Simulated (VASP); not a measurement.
# Pb (Fm-3m) in VASP: notebook, part 2 of 2

VASP 6.6.1. The steps go on from the part before.

### 4 Single point, BLYP (volume scaled by 0.88)

Contents of INCAR:

```
AGGAC = 1.0
AGGAX = 1.0
ALDAC = 0.0
ALDAX = 1.0
ALGO = Normal
EDIFF = 1E-7
ENCUT = 520
GGA = B5
ISIF = 2
ISMEAR = -1
LASPH = T
LCHARG = F
LREAL = F
LWAVE = F
NBANDS = 13
NELM = 100
PREC = Accurate
SIGMA = 0.1
```

Contents of KPOINTS:

```
k-points
0
Gamma
  17 17 17
```

Contents of POSCAR:

```
Pb
1.0
    0.0000000000      2.4815540032      2.4815540032
    2.4815540032      0.0000000000      2.4815540032
    2.4815540032      2.4815540032      0.0000000000
Pb
1
Direct
    0.0000000000      0.0000000000      0.0000000000
```

Potentials or basis: VASP PAW PBE potentials, release 64 (Pb_d).

On the command line:

```bash
cat potpaw_PBE.64/Pb_d/POTCAR > POTCAR
mpirun -np 1 vasp_std > vasp.out
```

OUTCAR:

```text
EDIFF = 1E-7
   ENCUT = 520
   GGA = B5
   ISIF = 2
   ISMEAR = -1
   LASPH = T
   LREAL = F
   NELM = 100
   PREC = Accurate

 ion  position               nearest neighbor table
   1  0.000  0.000  0.000-

  LATTYP: Found a face centered cubic cell.
 ALAT       =     4.9631080064

  Lattice vectors:

 A1 = (   0.0000000000,   2.4815540032,   2.4815540032)
 A2 = (   2.4815540032,   0.0000000000,   2.4815540032)
 A3 = (   2.4815540032,   2.4815540032,   0.0000000000)

Analysis of symmetry for initial positions (statically):
=====================================================================
 Subroutine PRICEL returns:
 Original cell was already a primitive cell.

 Routine SETGRP: Setting up the symmetry group for a
 face centered cubic supercell.

 Subroutine GETGRP returns: Found 48 space group operations
[... 9 lines left out ...]

 Routine SETGRP: Setting up the symmetry group for a
 face centered cubic supercell.

 Subroutine GETGRP returns: Found 48 space group operations
[... 11 lines left out ...]
                                     Primitive cell

  volume of cell :      30.5634

  direct lattice vectors                    reciprocal lattice vectors
     0.000000000  2.481554003  2.481554003    -0.201486649  0.201486649  0.201486649
     2.481554003  0.000000000  2.481554003     0.201486649 -0.201486649  0.201486649
     2.481554003  2.481554003  0.000000000     0.201486649  0.201486649 -0.201486649

  length of vectors
     3.509447327  3.509447327  3.509447327     0.348985113  0.348985113  0.348985113

  position of ions in fractional coordinates (direct lattice)
     0.000000000  0.000000000  0.000000000

  ion indices of the primitive-cell ions
   primitive index   ion index
                 1           1

----------------------------------------------------------------------------------------

 KPOINTS: k-points

Automatic generation of k-mesh.
 Grid dimensions read from file:
 generate k-points for:   17   17   17

 Generating k-lattice:

  Cartesian coordinates                     Fractional coordinates (reciprocal lattice)
    -0.011852156  0.011852156  0.011852156     0.058823529  0.000000000  0.000000000
     0.011852156 -0.011852156  0.011852156     0.000000000  0.058823529  0.000000000
     0.011852156  0.011852156 -0.011852156     0.000000000  0.000000000  0.058823529

  Length of vectors
     0.020528536  0.020528536  0.020528536

  Shift w.r.t. Gamma in fractional coordinates (k-lattice)
     0.000000000  0.000000000  0.000000000

 Subroutine IBZKPT returns following result:
 ===========================================

 Found    165 irreducible k-points:

 Following reciprocal coordinates:
            Coordinates               Weight
  0.000000  0.000000  0.000000      1.000000
  0.058824  0.000000  0.000000      8.000000
  0.117647  0.000000  0.000000      8.000000
  0.176471  0.000000  0.000000      8.000000
  0.235294  0.000000  0.000000      8.000000
  0.294118  0.000000  0.000000      8.000000
[... 16 lines left out ...]
 -0.176471  0.058824  0.000000     24.000000
 -0.117647  0.058824  0.000000     24.000000
 [... further k-points ...]
   k-points           NKPTS =    165   k-points in BZ     NKDIM =    165   number of bands    NBANDS=     13
   number of dos      NEDOS =    301   number of ions     NIONS =      1
   total plane-waves  NPLWV =  21952
   dimension x,y,z NGX =    28 NGY =   28 NGZ =   28
   dimension x,y,z NGXF=    56 NGYF=   56 NGZF=   56
   ions per type =               1
   NGX,Y,Z   is equivalent  to a cutoff of  13.26, 13.26, 13.26 a.u.
   NGXF,Y,Z  is equivalent  to a cutoff of  26.53, 26.53, 26.53 a.u.
 SYSTEM =  unknown system
   PREC   = accura    normal or accurate (medium, high low for compatibility)
   ISTART =      0    job   : 0-new  1-cont  2-samecut
   ICHARG =      2    charge: 1-file 2-atom 10-const
   ISPIN  =      1    spin polarized calculation?
   LNONCOLLINEAR =      F non collinear calculations
   LSORBIT =      F    spin-orbit coupling
   LASPH  =      T    aspherical Exc in radial PAW
   ENCUT  =  520.0 eV  38.22 Ry    6.18 a.u.   6.53  6.53  6.53*2*pi/ulx,y,z
   NELM   =    100;   NELMIN=  2; NELMDL= -5     # of ELM steps
   EDIFF  = 0.1E-06   stopping-criterion for ELM
   LREAL  =      F    real-space projection
   EDIFFG = 0.1E-05   stopping-criterion for IOM
   NSW    =      0    number of steps for IOM
   IBRION =     -1    ionic relax: 0-MD 1-quasi-New 2-CG
   NFREE  =      0    steps in history (QN), initial steepest desc. (CG)
   ISIF   =      2    stress and relaxation
   ISYM   =      2    0-nonsym 1-usesym 2-fastsym
   POTIM  = 0.5000    time-step for ionic-motion
   TEBEG  =    0.0;   TEEND  =   0.0 temperature during run
   PSTRESS=    0.0 pullay stress
   NELECT =      14.0000    total number of electrons
   NUPDOWN=      -1.0000    fix difference up-down
   EMIN   =  10.00;   EMAX   =-10.00  energy-range for DOS
   EFERMI =   0.00;   METHOD = LEGACY
   ISMEAR =    -1;   SIGMA  =   0.10  broadening in eV -4-tet -1-fermi 0-gaus
   EFERMI_NEDOS =   21; number of points for ismear=-14 and -15
   IALGO  =     38    algorithm
   IMIX   =      4    mixing-type and parameters
     AMIX     =   0.40;   BMIX     =  1.00
     AMIX_MAG =   1.60;   BMIX_MAG =  1.00
  volume/ion in A,a.u.               =      30.56       206.25
  Fermi-wavevector in a.u.,A,eV,Ry     =   1.261974  2.384785 21.668348  1.592579
  Thomas-Fermi vector in A             =   2.395406
   LORBIT       =      0    0 simple, 1 ext, 2 COOP (PROOUT), +10 PAW based schemes
   GGA     = B5    functional components
   LHFCALC =     F    Hartree Fock is set to
   AEXX    =    0.0000 exact exchange contribution
   IVDW    =     0    specifies the selected vdW correction
   LEPSILON=     F    determine dielectric tensor
   LRPA    =     F    only Hartree local field effects (RPA)
 non-spin polarized calculation
  energy-cutoff  :      520.00
  volume of cell :       30.56
 maximum number of plane-waves:       869
 NGX is ok and might be reduce to    28
   NGX = 13   NGY = 13   NGZ = 13

 number of electron      14.0000000 magnetization

 Free energy of the ion-electron system (eV)
  ---------------------------------------------------
  ext. energy  EPLUGINS =         0.00000000
  ---------------------------------------------------
  free energy    TOTEN  =        -2.81407142 eV

  energy without entropy =       -2.79642806  energy(sigma->0) =       -2.80524974

 E-fermi :   7.7338     XC(G=0):  -9.5560

 val. band max:        7.7287291296   @ k =  -0.1765   0.2353   0.0588
 cond. band min:       7.7360145595   @ k =  -0.4118   0.3529   0.1176
 fundamental gap:      0.0072854299
 Fermi energy:         7.7338388883

 k-point     1 :       0.0000    0.0000    0.0000
  band No.  band energies     occupation
      1      -9.3833      2.00000
      2      -9.3833      2.00000
      3      -9.3833      2.00000
      4      -9.2445      2.00000
      5      -9.2445      2.00000
      6      -4.0459      2.00000
      7      14.8637      0.00000
      8      14.8637      0.00000
      9      14.8637      0.00000
     10      17.7335      0.00000
     11      19.4040      0.00000
     12      20.2436      0.00000
     13      20.2436      0.00000

 k-point     2 :       0.0588    0.0000    0.0000
  band No.  band energies     occupation
      1      -9.3833      2.00000
      2      -9.3782      2.00000
      3      -9.3782      2.00000
      4      -9.2449      2.00000
      5      -9.2449      2.00000
      6      -3.9804      2.00000
      7      14.0759      0.00000
      8      14.7828      0.00000
      9      14.7828      0.00000
     10      17.5428      0.00000
     11      19.7541      0.00000
     12      20.3856      0.00000
     13      20.3856      0.00000
[... 321 lines left out ...]
 k-point    23 :      -0.1765    0.0588    0.0000
  band No.  band energies     occupation
      1      -9.3874      2.00000
      2      -9.3446      2.00000
      3      -9.3443      2.00000
      4      -9.2488      2.00000
      5      -9.2156      2.00000
      6      -3.2610      2.00000
      7      10.0495      0.00000
      8      13.1007      0.00000
      9      14.6198      0.00000
     10      17.4032      0.00000
     11      19.5296      0.00000
     12      20.1716      0.00000
     13      20.8879      0.00000

 k-point    24 :      -0.1176    0.0588    0.0000
  band No.  band energies     occupation
      1      -9.3865      2.00000
      2      -9.3580      2.00000
      3      -9.3523      2.00000
      4      -9.2542      2.00000
      5      -9.2319      2.00000
      6      -3.6308      2.00000
      7      11.8010      0.00000
      8      13.5107      0.00000
      9      14.8612      0.00000
     10      17.4568      0.00000
     11      20.1384      0.00000
     12      20.4385      0.00000
     13      20.4845      0.00000

 [... further k-points ...]
[... 5 lines left out ...]
  --------------------------------------------------------------------------------------
  -------------------------------------------------------------------------------------
  Total        1.0914459      1.0914459      1.0914459      0.0000000     -0.0000000      0.0000000
  in kB       57.2152257     57.2152257     57.2152257      0.0000000     -0.0000000      0.0000000
  external PRESSURE =      57.2152257 kB  Pullay stress =       0.0000000 kB

 VOLUME and BASIS-vectors are now :
 -----------------------------------------------------------------------------
  energy-cutoff  :      520.00
  volume of cell :       30.56
      direct lattice vectors                 reciprocal lattice vectors
     0.000000000  2.481554003  2.481554003    -0.201486649  0.201486649  0.201486649
     2.481554003  0.000000000  2.481554003     0.201486649 -0.201486649  0.201486649
     2.481554003  2.481554003  0.000000000     0.201486649  0.201486649 -0.201486649

 POSITION                                       TOTAL-FORCE (eV/Angst)
 -----------------------------------------------------------------------------------
      0.00000      0.00000      0.00000         0.000000      0.000000      0.000000
 -----------------------------------------------------------------------------------
    total drift:                               -0.000000     -0.000000     -0.000000

  FREE ENERGIE OF THE ION-ELECTRON SYSTEM (eV)
  ---------------------------------------------------
  free  energy   TOTEN  =        -2.8140714167 eV

  energy  without entropy=       -2.7964280629  energy(sigma->0) =       -2.80524974
```

OSZICAR:

```text
N       E                     dE             d eps       ncg     rms          rms(c)
DAV:   1     0.109121913456E+03    0.10912E+03   -0.71618E+03  4346   0.125E+03
DAV:   2     0.242534048397E+01   -0.10670E+03   -0.10357E+03  4550   0.310E+02
DAV:   3    -0.271395441332E+01   -0.51393E+01   -0.51208E+01  5319   0.734E+01
DAV:   4    -0.283648311919E+01   -0.12253E+00   -0.12250E+00  5356   0.122E+01
DAV:   5    -0.284159155316E+01   -0.51084E-02   -0.51082E-02  5982   0.228E+00    0.867E-01
DAV:   6    -0.281805383942E+01    0.23538E-01   -0.36580E-02  5535   0.361E+00    0.343E-01
DAV:   7    -0.281417951072E+01    0.38743E-02   -0.12388E-02  5640   0.194E+00    0.711E-02
DAV:   8    -0.281408565512E+01    0.93856E-04   -0.58187E-04  5461   0.361E-01    0.137E-02
DAV:   9    -0.281407541927E+01    0.10236E-04   -0.25108E-05  5648   0.816E-02    0.722E-03
DAV:  10    -0.281407137632E+01    0.40429E-05   -0.28134E-06  5160   0.187E-02    0.514E-04
DAV:  11    -0.281407141668E+01   -0.40360E-07   -0.68980E-08  4000   0.261E-03
   1 F= -.28140714E+01 E0= -.28052497E+01  d E =-.176434E-01
```

stdout:

```text
POSCAR found type information on POSCAR Pb
 POSCAR found :  1 types and       1 ions
 scaLAPACK will be used
 -----------------------------------------------------------------------------
|                                                                             |
|                                                                             |
|     You enforced a specific xc type in the INCAR file but a different       |
|     I HOPE YOU KNOW WHAT YOU ARE DOING!                                     |
|                                                                             |
 -----------------------------------------------------------------------------

 LDA part: xc-table for (Slater(with rela. corr.)+VWN5), standard interpolation
 POSCAR, INCAR and KPOINTS ok, starting setup
 FFT: planning ... GRIDC
 FFT: planning ... GRID_SOFT
 FFT: planning ... GRID
 WAVECAR not read
 entering main loop
```

Run time: 25 s. Hardware: 1 thread of Intel Xeon 6975P-C (Granite Rapids), shared host; peak memory 0.2 GiB.

Results:

```yaml
Free_energy: -2.8141 eV
Pressure: 5.7 GPa
Band_gap_on_the_k_mesh: zero (band 7 reaches 14.86 eV, above the bottom of band 8 at 6.17 eV)
```

Caveat: the PAW data sets were made with another functional, which shifts forces and pressure a little; spin-orbit coupling is left out, which moves the levels of the heavy elements.

### 5 Summary

| task | cell | k mesh | cutoff (eV) | gap on the mesh (eV) | pressure (GPa) |
| --- | --- | --- | --- | --- | --- |
| single point | a = 3.662 Å, angles 60.0°, 1 atom | 11 × 11 × 11 | 520 | none | 0.1 |
| relaxation of cell and atoms | relaxed from a = 3.501 Å, angles 60.0°, 1 atom | 11 × 11 × 11 | 600 | none | 0.0 |
| single point | a = 3.509 Å, angles 60.0°, 1 atom | 17 × 17 × 17 | 520 | none | 5.7 |

Alike in all rows: level BLYP; potentials or basis VASP PAW PBE potentials, release 64 (Pb_d); no spin polarisation; smearing fermi-dirac 0.1 eV.

Caveats: the PAW data sets were made with another functional, which shifts forces and pressure a little; spin-orbit coupling is left out, which moves the levels of the heavy elements.

Total energies depend on the potentials used, so only differences within one code and one set of settings carry meaning.
